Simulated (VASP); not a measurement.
# Al3H2 (P-3m1) in VASP: a series of runs

Al3H2 is run at these levels: PBE; tasks: single point, relaxation of cell and atoms.

Program: VASP 6.6.1. These are calculated values, not measurements. Logs are shortened: lines on timing, memory, paths and dates and some standing lists are left out, and cuts for length are marked.

**1. The cell of the first run**

The structure is trigonal, space group P-3m1 (No. 164). Conventional cell: a = 2.834 Å, b = 2.834 Å, c = 11.766 Å, α = 90.00°, β = 90.00°, γ = 120.00°. Within 3.7 Å of Al (site symmetry 3m) lie 9 Al at 2.83 Å and 3 H at 3.59 Å. Al (site symmetry -3m) has 12 Al at 2.83 Å within 3.7 Å. Within 1.0 Å of H (site symmetry 3m) lie 1 H at 0.75 Å.

**2. Single point, PBE**

The input, INCAR:

```
PREC = Accurate ; ENCUT = 520
EDIFF = 1E-6 ; ISMEAR = 0
SIGMA = 0.1 ; LREAL = False
LASPH = True ; NELM = 60
ALGO = Normal ; ISIF = 2
LWAVE = False ; LCHARG = False
GGA = PE ; NBANDS = 14
```

The input, KPOINTS:

```
regular mesh
0
Gamma
  12 12 4
```

The input, POSCAR:

```
Al3H2
1.0
    2.8336524057      0.0000000000      0.0000000000
   -1.4168262029      2.4540149688      0.0000000000
    0.0000000000      0.0000000000     11.7662142589
Al H
3 2
Direct
    0.6666666667      0.3333333333      0.8036149415
    0.3333333333      0.6666666667      0.1963850585
    0.0000000000      0.0000000000      0.0000000000
    0.0000000000      0.0000000000      0.4681058451
    0.0000000000      0.0000000000      0.5318941549
```

Potentials or basis: VASP PAW PBE potentials, release 64 (Al, H).

Run with:

```sh
cat potpaw_PBE.64/Al/POTCAR potpaw_PBE.64/H/POTCAR > POTCAR
mpirun -np 1 vasp_std > vasp.out
```

OUTCAR:

```text
PREC = Accurate
   ENCUT = 520
   EDIFF = 1E-6
   ISMEAR = 0
   LREAL = False
   LASPH = True
   NELM = 60
   ISIF = 2
   GGA = PE

 ion  position               nearest neighbor table
   1  0.667  0.333  0.804-   3 2.83   3 2.83   3 2.83
   2  0.333  0.667  0.196-   3 2.83   3 2.83   3 2.83
   3  0.000  0.000  0.000-   1 2.83   2 2.83   2 2.83   1 2.83   1 2.83   2 2.83
   4  0.000  0.000  0.468-   5 0.75
   5  0.000  0.000  0.532-   4 0.75

  LATTYP: Found a hexagonal cell.
 ALAT       =     2.8336524057
 C/A-ratio  =     4.1523138954

  Lattice vectors:

 A1 = (   2.8336524057,   0.0000000000,   0.0000000000)
 A2 = (  -1.4168262029,   2.4540149688,   0.0000000000)
 A3 = (   0.0000000000,   0.0000000000,  11.7662142589)

Analysis of symmetry for initial positions (statically):
=====================================================================
 Subroutine PRICEL returns:
 Original cell was already a primitive cell.

 Routine SETGRP: Setting up the symmetry group for a
 hexagonal supercell.

 Subroutine GETGRP returns: Found 12 space group operations
 (whereof 12 operations were pure point group operations)
 out of a pool of 24 trial point group operations.

The static configuration has the point symmetry D_3d.

Analysis of symmetry for dynamics (positions and initial velocities):
=====================================================================
 Subroutine PRICEL returns:
 Original cell was already a primitive cell.

 Routine SETGRP: Setting up the symmetry group for a
 hexagonal supercell.

 Subroutine GETGRP returns: Found 12 space group operations
 (whereof 12 operations were pure point group operations)
 out of a pool of 24 trial point group operations.

The dynamic configuration has the point symmetry D_3d.

 Subroutine INISYM returns: Found 12 space group operations
 (whereof 12 operations are pure point group operations),
 and found     1 'primitive' translations

----------------------------------------------------------------------------------------

                                     Primitive cell

  volume of cell :      81.8202

  direct lattice vectors                    reciprocal lattice vectors
     2.833652406  0.000000000  0.000000000     0.352901435  0.203747738  0.000000000
    -1.416826203  2.454014969  0.000000000     0.000000000  0.407495477  0.000000000
     0.000000000  0.000000000 11.766214259     0.000000000  0.000000000  0.084989103

  length of vectors
     2.833652406  2.833652406 11.766214259     0.407495477  0.407495477  0.084989103

  position of ions in fractional coordinates (direct lattice)
     0.666666667  0.333333333  0.803614942
     0.333333333  0.666666667  0.196385058
     0.000000000  0.000000000  0.000000000
     0.000000000  0.000000000  0.468105845
     0.000000000  0.000000000  0.531894155

  ion indices of the primitive-cell ions
   primitive index   ion index
                 1           1
                 2           2
                 3           3
                 4           4
                 5           5

----------------------------------------------------------------------------------------

 KPOINTS: regular mesh

Automatic generation of k-mesh.
 Grid dimensions read from file:
 generate k-points for:   12   12    4

 Generating k-lattice:

  Cartesian coordinates                     Fractional coordinates (reciprocal lattice)
     0.029408453  0.016978978  0.000000000     0.083333333 -0.000000000  0.000000000
     0.000000000  0.033957956  0.000000000     0.000000000  0.083333333  0.000000000
     0.000000000  0.000000000  0.021247276     0.000000000  0.000000000  0.250000000

  Length of vectors
     0.033957956  0.033957956  0.021247276

  Shift w.r.t. Gamma in fractional coordinates (k-lattice)
     0.000000000  0.000000000  0.000000000

 Subroutine IBZKPT returns following result:
 ===========================================

 Found     69 irreducible k-points:

 Following reciprocal coordinates:
            Coordinates               Weight
  0.000000  0.000000  0.000000      1.000000
  0.083333  0.000000  0.000000      6.000000
  0.166667 -0.000000  0.000000      6.000000
  0.250000  0.000000  0.000000      6.000000
  0.333333  0.000000  0.000000      6.000000
  0.416667 -0.000000  0.000000      6.000000
[... 16 lines left out ...]
  0.166667 -0.000000  0.250000      6.000000
  0.000000  0.166667  0.250000      6.000000
 [... further k-points ...]
   k-points           NKPTS =     69   k-points in BZ     NKDIM =     69   number of bands    NBANDS=     14
   number of dos      NEDOS =    301   number of ions     NIONS =      5
   total plane-waves  NPLWV =  51840
   dimension x,y,z NGX =    24 NGY =   24 NGZ =   90
   dimension x,y,z NGXF=    48 NGYF=   48 NGZF=  180
   ions per type =               3   2
   NGX,Y,Z   is equivalent  to a cutoff of  14.08, 14.08, 12.72 a.u.
   NGXF,Y,Z  is equivalent  to a cutoff of  28.16, 28.16, 25.43 a.u.
 SYSTEM =  unknown system
   PREC   = accura    normal or accurate (medium, high low for compatibility)
   ISTART =      0    job   : 0-new  1-cont  2-samecut
   ICHARG =      2    charge: 1-file 2-atom 10-const
   ISPIN  =      1    spin polarized calculation?
   LNONCOLLINEAR =      F non collinear calculations
   LSORBIT =      F    spin-orbit coupling
   LASPH  =      T    aspherical Exc in radial PAW
   ENCUT  =  520.0 eV  38.22 Ry    6.18 a.u.   5.27  5.27 21.88*2*pi/ulx,y,z
   NELM   =     60;   NELMIN=  2; NELMDL= -5     # of ELM steps
   EDIFF  = 0.1E-05   stopping-criterion for ELM
   LREAL  =      F    real-space projection
   EDIFFG = 0.1E-04   stopping-criterion for IOM
   NSW    =      0    number of steps for IOM
   IBRION =     -1    ionic relax: 0-MD 1-quasi-New 2-CG
   NFREE  =      0    steps in history (QN), initial steepest desc. (CG)
   ISIF   =      2    stress and relaxation
   ISYM   =      2    0-nonsym 1-usesym 2-fastsym
   POTIM  = 0.5000    time-step for ionic-motion
   TEBEG  =    0.0;   TEEND  =   0.0 temperature during run
   PSTRESS=    0.0 pullay stress
   NELECT =      11.0000    total number of electrons
   NUPDOWN=      -1.0000    fix difference up-down
   EMIN   =  10.00;   EMAX   =-10.00  energy-range for DOS
   EFERMI =   0.00;   METHOD = LEGACY
   ISMEAR =     0;   SIGMA  =   0.10  broadening in eV -4-tet -1-fermi 0-gaus
   EFERMI_NEDOS =   21; number of points for ismear=-14 and -15
   IALGO  =     38    algorithm
   IMIX   =      4    mixing-type and parameters
     AMIX     =   0.40;   BMIX     =  1.00
     AMIX_MAG =   1.60;   BMIX_MAG =  1.00
  volume/ion in A,a.u.               =      16.36       110.43
  Fermi-wavevector in a.u.,A,eV,Ry     =   0.838659  1.584836  9.569649  0.703349
  Thomas-Fermi vector in A             =   1.952750
   LORBIT       =      0    0 simple, 1 ext, 2 COOP (PROOUT), +10 PAW based schemes
   GGA     = PE    functional components
   LHFCALC =     F    Hartree Fock is set to
   AEXX    =    0.0000 exact exchange contribution
   IVDW    =     0    specifies the selected vdW correction
   LEPSILON=     F    determine dielectric tensor
   LRPA    =     F    only Hartree local field effects (RPA)
 non-spin polarized calculation
 Gauss-broadening in eV      SIGMA  =   0.10
  energy-cutoff  :      520.00
  volume of cell :       81.82
 maximum number of plane-waves:      2225
 NGX is ok and might be reduce to    24
   NGX = 11   NGY = 11   NGZ = 43

 number of electron      11.0000001 magnetization

 Free energy of the ion-electron system (eV)
  ---------------------------------------------------
  ext. energy  EPLUGINS =         0.00000000
  ---------------------------------------------------
  free energy    TOTEN  =       -17.30013822 eV

  energy without entropy =      -17.29032578  energy(sigma->0) =      -17.29523200

 E-fermi :   3.6589     XC(G=0):  -8.2814

 val. band max:        3.6466008497   @ k =   0.3333   0.2500   0.2500
 cond. band min:       3.6658179858   @ k =   0.4167   0.1667   0.0000
 fundamental gap:      0.0192171360
 Fermi energy:         3.6589302330

 k-point     1 :       0.0000    0.0000    0.0000
  band No.  band energies     occupation
      1      -7.0114      2.00000
      2      -5.3130      2.00000
      3      -3.8901      2.00000
      4      -2.4767      2.00000
      5       0.4163      2.00000
      6       4.4952      0.00000
      7       6.1997      0.00000
      8      11.5284      0.00000
      9      11.6427      0.00000
     10      15.1456      0.00000
     11      15.1456      0.00000
     12      15.1567      0.00000
     13      15.1567      0.00000
     14      16.3076      0.00000

 k-point     2 :       0.0833    0.0000    0.0000
  band No.  band energies     occupation
      1      -6.8413      2.00000
      2      -5.1442      2.00000
      3      -3.7840      2.00000
      4      -2.3173      2.00000
      5       0.5768      2.00000
      6       4.6433      0.00000
      7       6.3553      0.00000
      8      11.5670      0.00000
      9      11.6763      0.00000
     10      12.5337      0.00000
     11      13.5602      0.00000
     12      13.8943      0.00000
     13      15.0037      0.00000
     14      15.0498      0.00000
[... 343 lines left out ...]
      1      -6.3314      2.00000
      2      -4.6552      2.00000
      3      -3.4322      2.00000
      4      -1.9095      2.00000
      5       1.1684      2.00000
      6       4.6871      0.00000
      7       7.4444      0.00000
      8       9.3937      0.00000
      9      10.3180      0.00000
     10      10.7540      0.00000
     11      12.2535      0.00000
     12      12.9886      0.00000
     13      13.4747      0.00000
     14      13.7247      0.00000

 k-point    24 :       0.0000    0.1667    0.2500
  band No.  band energies     occupation
      1      -6.3314      2.00000
      2      -4.6552      2.00000
      3      -3.4321      2.00000
      4      -1.9096      2.00000
      5       1.1690      2.00000
      6       4.6807      0.00000
      7       7.5051      0.00000
      8       9.1738      0.00000
      9      10.3895      0.00000
     10      10.9787      0.00000
     11      12.2535      0.00000
     12      12.8693      0.00000
     13      13.2667      0.00000
     14      13.7247      0.00000

 [... further k-points ...]

------------------------ aborting loop because EDIFF is reached ----------------------------------------

  FORCE on cell =-STRESS in cart. coord.  units (eV):
  Direction    XX          YY          ZZ          XY          YZ          ZX
  --------------------------------------------------------------------------------------
  -------------------------------------------------------------------------------------
  Total       -0.0376265     -0.0376265     -0.0452825      0.0000000     -0.0000000      0.0000000
  in kB       -0.7367911     -0.7367911     -0.8867085      0.0000000     -0.0000000      0.0000000
  external PRESSURE =      -0.7867636 kB  Pullay stress =       0.0000000 kB

 VOLUME and BASIS-vectors are now :
 -----------------------------------------------------------------------------
  energy-cutoff  :      520.00
  volume of cell :       81.82
      direct lattice vectors                 reciprocal lattice vectors
     2.833652406  0.000000000  0.000000000     0.352901435  0.203747738  0.000000000
    -1.416826203  2.454014969  0.000000000     0.000000000  0.407495477  0.000000000
     0.000000000  0.000000000 11.766214259     0.000000000  0.000000000  0.084989103

 POSITION                                       TOTAL-FORCE (eV/Angst)
 -----------------------------------------------------------------------------------
      1.41683      0.81800      9.45551         0.000000     -0.000000      0.000908
     -0.00000      1.63601      2.31071        -0.000000      0.000000     -0.000908
      0.00000      0.00000      0.00000         0.000000     -0.000000      0.000000
      0.00000      0.00000      5.50783        -0.000000     -0.000000      0.011979
      0.00000      0.00000      6.25838         0.000000     -0.000000     -0.011979
 -----------------------------------------------------------------------------------
    total drift:                                0.000000      0.000000     -0.000000

  FREE ENERGIE OF THE ION-ELECTRON SYSTEM (eV)
  ---------------------------------------------------
  free  energy   TOTEN  =       -17.3001382157 eV

  energy  without entropy=      -17.2903257810  energy(sigma->0) =      -17.29523200
```

It took 41 s on 1 thread of Intel Xeon 6975P-C (Granite Rapids), shared host; peak memory 0.24 GiB.

Results:

| Property | Result |
| --- | --- |
| Free energy | -17.3001 eV |
| Pressure | -0.1 GPa |
| Largest force | 0.012 eV/Å |
| Band gap on the k mesh | zero (an odd number of electrons rules out a gap without spin polarisation) |

Forces in eV/Å, atoms in the order of the input:
```
Al   0.000  0.000  0.001
Al   0.000  0.000 -0.001
Al   0.000  0.000  0.000
H    0.000  0.000  0.012
H    0.000  0.000 -0.012
```

Levels at points of the mesh, in eV from the Fermi level:
```
           k point  band 2  band 3  band 4  band 5  band 6  band 7  band 8  band 9
(0.00, 0.00, 0.00)   -8.97   -7.55   -6.14   -3.24    0.84    2.54    7.87    7.98
(0.50, 0.00, 0.00)   -4.71   -4.65   -3.31   -2.74   -0.43   -0.15    2.49    2.58
(0.00, 0.00, 0.50)   -9.00   -7.43   -6.31   -2.99    0.09    4.56    4.73   11.25
(0.50, 0.00, 0.50)   -4.71   -4.66   -3.29   -2.74   -0.42   -0.21    2.47    2.69
```

(Continued in part 2 of 2.)
